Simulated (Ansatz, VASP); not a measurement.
**AlAs: VASP beside Ansatz**

```xyz
2
Lattice="0.0000 2.8304 2.8304 2.8304 0.0000 2.8304 2.8304 2.8304 0.0000" Properties=species:S:1:pos:R:3 pbc="T T T"
Al    0.0000    0.0000    0.0000
As    4.2456    4.2456    4.2456
```

Alike in both runs: task single point; functional PBE; k mesh 8 × 8 × 8; occupations tetrahedron; no spin polarisation.

```csv
,VASP,Ansatz
version,VASP 6.6.1,Ansatz 0.2.0
potentials or method,"VASP PAW PBE potentials, release 64 (Al, As), cutoff 500 eV","scalar-relativistic, plane waves, PAW"
valence electrons in the cell,8,18
```

Ansatz gave:

* gap on the k mesh at the Fermi level (eV): 1.44
* pressure (GPa): 2.6

Q: What did VASP give for the same quantities?

A: gap on the k mesh at the Fermi level (eV): 1.43; pressure (GPa): 2.8.

The functional is the same, so the differences come from potentials, cutoffs and numerics. VASP's potentials hold 8 valence electrons a cell and Ansatz's 18, so a difference there can come from the potentials and not from the codes. Ansatz's warnings: band table not solved further, tetrahedron derivatives may miss energy slope.
